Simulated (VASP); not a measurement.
Here is a VASP 6.6.1 calculation.

File INCAR:

```
SYSTEM = Zr3Ag
  ALGO = Normal
  EDIFF = 1E-7
  ENCUT = 520
  GGA = PS
  ISIF = 2
  ISMEAR = 1
  LASPH = .TRUE.
  LCHARG = .FALSE.
  LREAL = .FALSE.
  LWAVE = .FALSE.
  NBANDS = 32
  NELM = 100
  PREC = Accurate
  SIGMA = 0.15
```

KPOINTS

```
k-points
0
G
  5 5 5
  0 0 0
```

Contents of POSCAR:

```
Zr3Ag
1.0
    4.4164950000      0.0000000000      0.0000000000
    0.0000000000      4.4164950000      0.0000000000
    0.0000000000      0.0000000000      4.4164950000
Zr Ag
3 1
Direct
    0.5000000000      0.5000000000      0.0000000000
    0.0022642389      0.5000000000      0.5000000000
    0.5000000000      0.0000000000      0.5000000000
    0.0000000000      0.0000000000      0.0000000000
```

Potentials or basis: VASP PAW PBE potentials, release 64 (Zr_sv, Ag).

The run is started by

```bash
$ cat potpaw_PBE.64/Zr_sv/POTCAR potpaw_PBE.64/Ag/POTCAR > POTCAR
$ mpirun -np 1 vasp_std > vasp.out
```

Problem. Predict the largest force.

Solution. 0.072 eV/Å.

Problem. Estimate the pressure.

Solution. -5.1 GPa.

Forces on the atoms (eV/Å):
```
Zr   0.034  0.000  0.000
Zr  -0.072  0.000  0.000
Zr   0.034  0.000  0.000
Ag   0.004  0.000  0.000
```

Caveat: the PAW data sets were made with another functional, which shifts forces and pressure a little.
